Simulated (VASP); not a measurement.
A run of VASP 6.6.1:

File INCAR:

```
SYSTEM = Al
  PREC = Accurate
  ENCUT = 520
  EDIFF = 1E-6
  ISMEAR = 0
  SIGMA = 0.1
  LREAL = .False.
  LASPH = .True.
  NELM = 60
  ALGO = Normal
  ISIF = 2
  LWAVE = .False.
  LCHARG = .False.
  LDIPOL = .True.
  IDIPOL = 3
  DIPOL = 0.5 0.5 0.500
  GGA = PE
  IBRION = 2
  NSW = 80
  EDIFFG = -0.02
```

Contents of KPOINTS:

```
regular mesh
0
Gamma
  12 9 1
  0 0 0
```

Contents of POSCAR:

```
Al
1.0
    2.8577415166      0.0000000000      0.0000000000
    0.0000000000      4.0414568105      0.0000000000
    0.0000000000      0.0000000000     19.2866122749
Al
4
Direct
    0.5000000000      0.5000000000      0.3888707821
    0.0000000000      0.0000000000      0.4629569274
    0.5000000000      0.5000000000      0.5370430726
    0.0000000000      0.0000000000      0.6111292179
```

Potentials or basis: VASP PAW PBE potentials, release 64 (Al).

The run is started by

```bash
$ cat potpaw_PBE.64/Al/POTCAR > POTCAR
$ mpirun -np 1 vasp_std > vasp.out
```

Hardware: 1 thread of Intel Xeon 8259CL, on a shared host.

Question: How long does it take, and how much memory?

Answer: It took 2.7 min on 1 thread of Intel Xeon 8259CL, with other jobs on the host, peak memory 0.34 GiB. Counts: scf iterations 49, k points 35, ion steps 7.
